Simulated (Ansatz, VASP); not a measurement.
## Tl3Cr: VASP beside Ansatz

File INCAR:

```
SYSTEM = Tl3Cr
PREC = Accurate
ENCUT = 520
EDIFF = 1E-6
ISMEAR = 0
SIGMA = 0.1
LREAL = .False.
LASPH = .True.
NELM = 150
ALGO = Normal
ISIF = 2
LWAVE = .False.
LCHARG = .True.
ISPIN = 2
MAGMOM = 3 0 0 0
LORBIT = 11
LMAXMIX = 4
GGA = PE
LELF = .True.
LVHAR = .True.
NBANDS = 38
```

Contents of KPOINTS:

```
Automatic mesh
0
Gamma
  4 4 4
  0 0 0
```

POSCAR

```
Tl3Cr
1.0
    4.5907311106      0.0000000000      0.0000000000
    0.0000000000      4.5907311106      0.0000000000
    0.0000000000      0.0000000000      4.5907311106
Cr Tl
1 3
Direct
    0.0000000000      0.0000000000      0.0000000000
    0.0000000000      0.5000000000      0.5000000000
    0.5000000000      0.0000000000      0.5000000000
    0.5000000000      0.5000000000      0.0000000000
```

Input for Ansatz:

```yaml
crystal:
  lattice:
    - [4.5907311106, 0.0, 0.0]
    - [0.0, 4.5907311106, 0.0]
    - [0.0, 0.0, 4.5907311106]
  atoms:
    - { symbol: Cr, position: [0.0, 0.0, 0.0], spin: 3.0 }
    - { symbol: Tl, position: [0.0, 0.5, 0.5] }
    - { symbol: Tl, position: [0.5, 0.0, 0.5] }
    - { symbol: Tl, position: [0.5, 0.5, 0.0] }
basis:
  ecutwfc: 420
kpoints:
  mp_grid: { grid: [4, 4, 4] }
hamiltonian:
  xc: pbe
scf:
  occupations: { method: gaussian, width: 0.1 }
  lower_state_search: "off"
output:
  forces: true
  stress: true
  eigenvalues: true
  populations: true
magnetization:
  spin_polarized: true
```

Alike in both runs: task single point; functional PBE; k mesh 4 × 4 × 4; occupations gaussian, width 0.1 eV; collinear spin.

|  | VASP | Ansatz |
| --- | --- | --- |
| version | VASP 6.6.1 | Ansatz 0.2.0 |
| potentials or method | VASP PAW PBE potentials, release 64 (Cr_pv, Tl_d), cutoff 520 eV | scalar-relativistic, plane waves, PAW |
| valence electrons in the cell | 51 | 53 |

VASP gave:

| Item | Value |
| --- | --- |
| gap on the k mesh at the Fermi level (eV) | none |
| pressure (GPa) | 3.3 |
| net moment per atom (μB) | 1.05 |
| size of the moment on the site where the two differ most (μB) | 3.92 |

Task: Which values does Ansatz return?

Result: gap on the k mesh at the Fermi level (eV): none; pressure (GPa): 3.3; net moment per atom (μB): 1.05; size of the moment on the site where the two differ most (μB): 4.11.

Site moments also hang on the region over which each program counts them. A gap of «none» marks a metal or a gap that the smearing closes. With one functional, cell and mesh, what is left measures potentials, basis and numerics. VASP's potentials hold 51 valence electrons a cell and Ansatz's 53, so a difference there can come from the potentials and not from the codes.

Neither program's run includes spin-orbit coupling.
